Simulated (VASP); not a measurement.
# AlN (P6_3mc) in VASP: a series of runs

Runs on AlN. Level: LDA. Tasks: single point.

Everything below comes from runs of VASP 6.6.1. Logs are shortened: lines on timing, memory, paths and dates and some standing lists are left out, and cuts for length are marked.

**Measured values to compare with.**

From “Structural and optical properties of self-assembled AlN nanowires grown on SiO2/Si substrates by molecular beam epitaxy”, 2024, arxiv:2402.00216, for a bulk crystal of AlN at 0 K: band gap 6.0343 eV (an exciton energy, a little under the gap).

“Self-assembly of well-separated AlN nanowires directly on sputtered metallic TiN films”, 2019, arxiv:1910.07391 quotes, for a bulk crystal of AlN at 10 K: band gap 6.034 eV (an exciton energy, a little under the gap).

The runs below are set against these values where they give the same quantity.

## (1) The cell of the first run

Symmetry: P6_3mc, No. 186, hexagonal system. The conventional cell has a = 3.089 Å, b = 3.089 Å, c = 4.943 Å, α = 90.00°, β = 90.00°, γ = 120.00°. Al (site symmetry 3m) has 4 N at 1.88 to 1.89 Å within 2.5 Å. N (site symmetry 3m) has 4 Al at 1.88 to 1.89 Å within 2.5 Å.

## (2) Single point, LDA

Input file INCAR:

```
SYSTEM = AlN
PREC = Accurate
ENCUT = 520
EDIFF = 1E-7
ISMEAR = 0
SIGMA = 0.01
LREAL = .FALSE.
LASPH = .TRUE.
NELM = 60
ALGO = Normal
ISIF = 2
LWAVE = .FALSE.
LCHARG = .FALSE.
NBANDS = 16
```

Input file KPOINTS:

```
Automatic mesh
0
G
  8 8 6
  0 0 0
```

Input file POSCAR:

```
AlN
1.0
    3.0887730631      0.0000000000      0.0000000000
   -1.5443865316      2.6749559392      0.0000000000
    0.0000000000      0.0000000000      4.9432521891
Al N
2 2
Direct
    0.3333333333      0.6666666667     -0.0009923830
    0.6666666667      0.3333333333      0.4990076170
    0.3333333333      0.6666666667      0.3809923830
    0.6666666667      0.3333333333      0.8809923830
```

Potentials or basis: VASP PAW LDA potentials, release 64 (Al, N).

Command:

```console
> cat potpaw_LDA.64/Al/POTCAR potpaw_LDA.64/N/POTCAR > POTCAR
> mpirun -np 1 vasp_std > vasp.out
```

OUTCAR:

```text
SYSTEM = AlN
   PREC = Accurate
   ENCUT = 520
   EDIFF = 1E-7
   ISMEAR = 0
   LREAL = .FALSE.
   LASPH = .TRUE.
   NELM = 60
   ISIF = 2

 ion  position               nearest neighbor table
   1  0.333  0.667  0.999-   4 1.88   4 1.88   4 1.88   3 1.89   2 3.05   2 3.05   2 3.05   2 3.05
                             2 3.05   2 3.05
   2  0.667  0.333  0.499-   3 1.88   3 1.88   3 1.88   4 1.89   1 3.05   1 3.05   1 3.05   1 3.05
                             1 3.05   1 3.05
   3  0.333  0.667  0.381-   2 1.88   2 1.88   2 1.88   1 1.89
   4  0.667  0.333  0.881-   1 1.88   1 1.88   1 1.88   2 1.89

  LATTYP: Found a hexagonal cell.
 ALAT       =     3.0887730631
 C/A-ratio  =     1.6003934534

  Lattice vectors:

 A1 = (   3.0887730631,   0.0000000000,   0.0000000000)
 A2 = (  -1.5443865316,   2.6749559392,   0.0000000000)
 A3 = (   0.0000000000,   0.0000000000,   4.9432521891)

Analysis of symmetry for initial positions (statically):
=====================================================================
 Subroutine PRICEL returns:
 Original cell was already a primitive cell.

 Routine SETGRP: Setting up the symmetry group for a
 hexagonal supercell.

 Subroutine GETGRP returns: Found 12 space group operations
 (whereof  6 operations were pure point group operations)
 out of a pool of 24 trial point group operations.

The static configuration has the point symmetry C_3v.
 The point group associated with its full space group is C_6v.

Analysis of symmetry for dynamics (positions and initial velocities):
=====================================================================
 Subroutine PRICEL returns:
 Original cell was already a primitive cell.

 Routine SETGRP: Setting up the symmetry group for a
 hexagonal supercell.

 Subroutine GETGRP returns: Found 12 space group operations
 (whereof  6 operations were pure point group operations)
 out of a pool of 24 trial point group operations.

The dynamic configuration has the point symmetry C_3v.
 The point group associated with its full space group is C_6v.

 Subroutine INISYM returns: Found 12 space group operations
 (whereof  6 operations are pure point group operations),
 and found     1 'primitive' translations

----------------------------------------------------------------------------------------

                                     Primitive cell

  volume of cell :      40.8428

  direct lattice vectors                    reciprocal lattice vectors
     3.088773063  0.000000000  0.000000000     0.323753147  0.186918967  0.000000000
    -1.544386532  2.674955939  0.000000000     0.000000000  0.373837933  0.000000000
     0.000000000  0.000000000  4.943252189     0.000000000  0.000000000  0.202295971

  length of vectors
     3.088773063  3.088773063  4.943252189     0.373837933  0.373837933  0.202295971

  position of ions in fractional coordinates (direct lattice)
     0.333333333  0.666666667  0.999007617
     0.666666667  0.333333333  0.499007617
     0.333333333  0.666666667  0.380992383
     0.666666667  0.333333333  0.880992383

  ion indices of the primitive-cell ions
   primitive index   ion index
                 1           1
                 2           2
                 3           3
                 4           4

----------------------------------------------------------------------------------------

 KPOINTS: Automatic mesh

Automatic generation of k-mesh.
 Grid dimensions read from file:
 generate k-points for:    8    8    6

 Generating k-lattice:

  Cartesian coordinates                     Fractional coordinates (reciprocal lattice)
     0.040469143  0.023364871  0.000000000     0.125000000  0.000000000  0.000000000
     0.000000000  0.046729742  0.000000000     0.000000000  0.125000000  0.000000000
     0.000000000  0.000000000  0.033715995     0.000000000  0.000000000  0.166666667

  Length of vectors
     0.046729742  0.046729742  0.033715995

  Shift w.r.t. Gamma in fractional coordinates (k-lattice)
     0.000000000  0.000000000  0.000000000

 Subroutine IBZKPT returns following result:
 ===========================================

 Found     40 irreducible k-points:

 Following reciprocal coordinates:
            Coordinates               Weight
  0.000000  0.000000  0.000000      1.000000
  0.125000  0.000000  0.000000      6.000000
  0.250000  0.000000  0.000000      6.000000
  0.375000  0.000000  0.000000      6.000000
  0.500000  0.000000  0.000000      3.000000
  0.125000  0.125000  0.000000      6.000000
[... 16 lines left out ...]
  0.250000  0.000000  0.333333     12.000000
  0.375000  0.000000  0.333333     12.000000
 [... further k-points ...]
   k-points           NKPTS =     40   k-points in BZ     NKDIM =     40   number of bands    NBANDS=     16
   number of dos      NEDOS =    301   number of ions     NIONS =      4
   total plane-waves  NPLWV =  23040
   dimension x,y,z NGX =    24 NGY =   24 NGZ =   40
   dimension x,y,z NGXF=    48 NGYF=   48 NGZF=   80
   ions per type =               2   2
   NGX,Y,Z   is equivalent  to a cutoff of  12.92, 12.92, 13.45 a.u.
   NGXF,Y,Z  is equivalent  to a cutoff of  25.83, 25.83, 26.90 a.u.
 SYSTEM =  AlN
   PREC   = accura    normal or accurate (medium, high low for compatibility)
   ISTART =      0    job   : 0-new  1-cont  2-samecut
   ICHARG =      2    charge: 1-file 2-atom 10-const
   ISPIN  =      1    spin polarized calculation?
   LNONCOLLINEAR =      F non collinear calculations
   LSORBIT =      F    spin-orbit coupling
   LASPH  =      T    aspherical Exc in radial PAW
   ENCUT  =  520.0 eV  38.22 Ry    6.18 a.u.   5.74  5.74  9.19*2*pi/ulx,y,z
   NELM   =     60;   NELMIN=  2; NELMDL= -5     # of ELM steps
   EDIFF  = 0.1E-06   stopping-criterion for ELM
   LREAL  =      F    real-space projection
   EDIFFG = 0.1E-05   stopping-criterion for IOM
   NSW    =      0    number of steps for IOM
   IBRION =     -1    ionic relax: 0-MD 1-quasi-New 2-CG
   NFREE  =      0    steps in history (QN), initial steepest desc. (CG)
   ISIF   =      2    stress and relaxation
   ISYM   =      2    0-nonsym 1-usesym 2-fastsym
   POTIM  = 0.5000    time-step for ionic-motion
   TEBEG  =    0.0;   TEEND  =   0.0 temperature during run
   PSTRESS=    0.0 pullay stress
   NELECT =      16.0000    total number of electrons
   NUPDOWN=      -1.0000    fix difference up-down
   EMIN   =  10.00;   EMAX   =-10.00  energy-range for DOS
   EFERMI =   0.00;   METHOD = LEGACY
   ISMEAR =     0;   SIGMA  =   0.01  broadening in eV -4-tet -1-fermi 0-gaus
   EFERMI_NEDOS =   21; number of points for ismear=-14 and -15
   IALGO  =     38    algorithm
   IMIX   =      4    mixing-type and parameters
     AMIX     =   0.40;   BMIX     =  1.00
     AMIX_MAG =   1.60;   BMIX_MAG =  1.00
  volume/ion in A,a.u.               =      10.21        68.91
  Fermi-wavevector in a.u.,A,eV,Ry     =   1.197870  2.263646 19.522898  1.434893
  Thomas-Fermi vector in A             =   2.333774
   LORBIT       =      0    0 simple, 1 ext, 2 COOP (PROOUT), +10 PAW based schemes
   GGA     = CA    functional components
   LHFCALC =     F    Hartree Fock is set to
   AEXX    =    0.0000 exact exchange contribution
   IVDW    =     0    specifies the selected vdW correction
   LEPSILON=     F    determine dielectric tensor
   LRPA    =     F    only Hartree local field effects (RPA)
 non-spin polarized calculation
 Gauss-broadening in eV      SIGMA  =   0.01
  energy-cutoff  :      520.00
  volume of cell :       40.84
 maximum number of plane-waves:      1124
 NGX is ok and might be reduce to    24
   NGX = 11   NGY = 11   NGZ = 19

 number of electron      15.9999997 magnetization

 Free energy of the ion-electron system (eV)
  ---------------------------------------------------
  ext. energy  EPLUGINS =         0.00000000
  ---------------------------------------------------
  free energy    TOTEN  =       -32.84097266 eV

  energy without entropy =      -32.84097266  energy(sigma->0) =      -32.84097266

 E-fermi :   6.1541     XC(G=0): -11.3431

 val. band max:        6.1146816619   @ k =   0.0000   0.0000   0.0000
 cond. band min:      10.5380067857   @ k =   0.0000   0.0000   0.0000
 fundamental gap:      4.4233251238
 Fermi energy:         6.1540689445

 k-point     1 :       0.0000    0.0000    0.0000
  band No.  band energies     occupation
      1      -9.0586      2.00000
      2      -6.7647      2.00000
      3      -0.0395      2.00000
      4       5.2245      2.00000
      5       5.2245      2.00000
      6       5.8861      2.00000
[... 8 lines left out ...]
     15      19.2377      0.00000
     16      19.2377      0.00000

 k-point     2 :       0.1250    0.0000    0.0000
  band No.  band energies     occupation
      1      -8.8514      2.00000
      2      -6.6472      2.00000
      3       0.2015      2.00000
      4       4.3372      2.00000
      5       4.9736      2.00000
      6       5.0717      2.00000
[... 8 lines left out ...]
     15      18.9390      0.00000
     16      19.1708      0.00000

 k-point     3 :       0.2500    0.0000    0.0000
  band No.  band energies     occupation
      1      -8.2709      2.00000
      2      -6.3687      2.00000
      3       0.8949      2.00000
      4       2.5764      2.00000
      5       3.6238      2.00000
      6       4.4965      2.00000
[... 8 lines left out ...]
     15      18.2512      0.00000
     16      19.3707      0.00000

 k-point     4 :       0.3750    0.0000    0.0000
  band No.  band energies     occupation
      1      -7.4768      2.00000
      2      -6.1681      2.00000
      3       1.0937      2.00000
      4       1.9132      2.00000
      5       2.3795      2.00000
      6       4.1091      2.00000
[... 8 lines left out ...]
     15      18.3888      0.00000
     16      20.9750      0.00000
[... 324 lines left out ...]
 k-point    22 :       0.1250    0.0000    0.3333
  band No.  band energies     occupation
      1      -8.4273      2.00000
      2      -7.3696      2.00000
      3       1.4782      2.00000
      4       3.8544      2.00000
      5       4.6876      2.00000
      6       5.1752      2.00000
[... 8 lines left out ...]
     15      18.3889      0.00000
     16      18.5050      0.00000

 k-point    23 :       0.2500    0.0000    0.3333
  band No.  band energies     occupation
      1      -7.8855      2.00000
      2      -6.9587      2.00000
      3       1.4750      2.00000
      4       2.6238      2.00000
      5       3.6408      2.00000
      6       4.7568      2.00000
[... 8 lines left out ...]
     15      18.4556      0.00000
     16      19.3338      0.00000

 k-point    24 :       0.3750    0.0000    0.3333
  band No.  band energies     occupation
      1      -7.1758      2.00000
      2      -6.5208      2.00000
      3       0.7035      2.00000
      4       1.3761      2.00000
      5       3.6234      2.00000
      6       4.4032      2.00000
[... 8 lines left out ...]
     15      18.3706      0.00000
     16      20.2562      0.00000

 [... further k-points ...]
[... 5 lines left out ...]
  --------------------------------------------------------------------------------------
  -------------------------------------------------------------------------------------
  Total        0.1633066      0.1633066      0.1586473     -0.0000000      0.0000000      0.0000000
  in kB        6.4061787      6.4061787      6.2234033     -0.0000000      0.0000000      0.0000000
  external PRESSURE =       6.3452536 kB  Pullay stress =       0.0000000 kB

 VOLUME and BASIS-vectors are now :
 -----------------------------------------------------------------------------
  energy-cutoff  :      520.00
  volume of cell :       40.84
      direct lattice vectors                 reciprocal lattice vectors
     3.088773063  0.000000000  0.000000000     0.323753147  0.186918967  0.000000000
    -1.544386532  2.674955939  0.000000000     0.000000000  0.373837933  0.000000000
     0.000000000  0.000000000  4.943252189     0.000000000  0.000000000  0.202295971

 POSITION                                       TOTAL-FORCE (eV/Angst)
 -----------------------------------------------------------------------------------
     -0.00000      1.78330      4.93835        -0.000000      0.000000     -0.000621
      1.54439      0.89165      2.46672         0.000000     -0.000000     -0.000621
     -0.00000      1.78330      1.88334        -0.000000      0.000000      0.000621
      1.54439      0.89165      4.35497        -0.000000      0.000000      0.000621
 -----------------------------------------------------------------------------------
    total drift:                               -0.000000      0.000000     -0.000733

  FREE ENERGIE OF THE ION-ELECTRON SYSTEM (eV)
  ---------------------------------------------------
  free  energy   TOTEN  =       -32.8409726649 eV

  energy  without entropy=      -32.8409726649  energy(sigma->0) =      -32.84097266
```

Run time: 15 s. Hardware: 1 thread of Intel Xeon 6975P-C, shared host; peak memory 0.15 GiB.

Results:

| Property | Result |
| --- | --- |
| Free energy | -32.8410 eV |
| Pressure | 0.6 GPa |
| Band gap on the k mesh | 4.42 eV, direct |

Levels at points of the mesh, in eV from the valence-band top:
```csv
k point,band 4,band 5,band 6,band 7,band 8,band 9,band 10,band 11,band 12,band 13
"(0.00, 0.00, 0.00)",-0.89,-0.89,-0.23,-0.23,0.00,4.42,6.73,10.66,11.10,11.10
"(0.50, 0.00, 0.00)",-4.26,-3.44,-2.15,-1.84,-0.71,5.72,5.73,8.27,10.29,10.85
"(0.00, 0.00, 0.50)",-3.37,-0.57,-0.57,-0.57,-0.57,6.61,6.61,10.32,10.32,11.42
"(0.50, 0.00, 0.50)",-5.75,-1.51,-1.51,-1.40,-1.40,5.26,5.26,9.21,9.21,11.91
```

(Part 1 of 2 ends here.)
